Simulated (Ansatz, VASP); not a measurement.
# One calculation of Ir, two programs

```
CELL_PARAMETERS angstrom
-1.53033 1.53033 1.53033
1.53033 -1.53033 1.53033
1.53033 1.53033 -1.53033
ATOMIC_POSITIONS crystal
Ir 0.00000 0.00000 0.00000
```

Alike in both runs: functional LDA; k mesh 20 × 20 × 20; occupations fermi-dirac, width 0.08 eV; no spin polarisation.

Ansatz relaxed the structure, and its values are those at the end. VASP's run is a single point on that final structure, the one shown.

```csv
,VASP,Ansatz
version,VASP 6.6.1,Ansatz 0.2.0
potentials or method,"VASP PAW LDA potentials, release 64 (Ir)","PAW with Ansatz's default frozen-core files, scalar-relativistic"
plane-wave cutoff (eV),520,420
valence electrons in the cell,9,17
```

```csv
,VASP,Ansatz,Ansatz less VASP
pressure (GPa),2.2,0.0,-2.25
```

LDA's correlation is that of Perdew and Zunger in VASP and of Perdew and Wang (1992) in Ansatz. VASP's potentials hold 9 valence electrons a cell and Ansatz's 17, so a difference there can come from the potentials and not from the codes.

Neither program's run includes spin-orbit coupling.
